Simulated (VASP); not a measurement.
A run of VASP 6.6.1:

File INCAR:

```
SYSTEM = Al
  ALGO = Normal
  EDIFF = 1E-6
  ENCUT = 520
  GGA = PE
  ISIF = 2
  ISMEAR = -1
  IVDW = 12
  LASPH = .TRUE.
  LCHARG = .TRUE.
  LELF = .TRUE.
  LREAL = .FALSE.
  LVHAR = .TRUE.
  LWAVE = .FALSE.
  NBANDS = 10
  NELM = 100
  PREC = Accurate
  SIGMA = 0.05
```

Contents of KPOINTS:

```
k-points
0
G
  11 11 6
  0 0 0
```

POSCAR

```
Al
1.0
    2.8124553515      0.0000000000      0.0000000000
   -1.4062276757      2.4356577814      0.0000000000
    0.0000000000      0.0000000000      4.8668500000
Al
2
Direct
    0.3333333333      0.6666666667      0.2500000000
    0.6666666667      0.3333333333      0.7500000000
```

Potentials or basis: VASP PAW PBE potentials, release 64 (Al).

The run is started by

```bash
$ cat potpaw_PBE.64/Al/POTCAR > POTCAR
$ mpirun -np 1 vasp_std > vasp.out
```

Hardware: 1 thread of AMD EPYC 9R45 96-Core Processor (Zen 5) (shared host).

Question: Estimate the wall time of this run.

Answer: Run time: 10 s on 1 thread of AMD EPYC 9R45 96-Core Processor (Zen 5), with other jobs on the host, peak memory 0.13 GiB. Counts: scf iterations 10, k points 64.
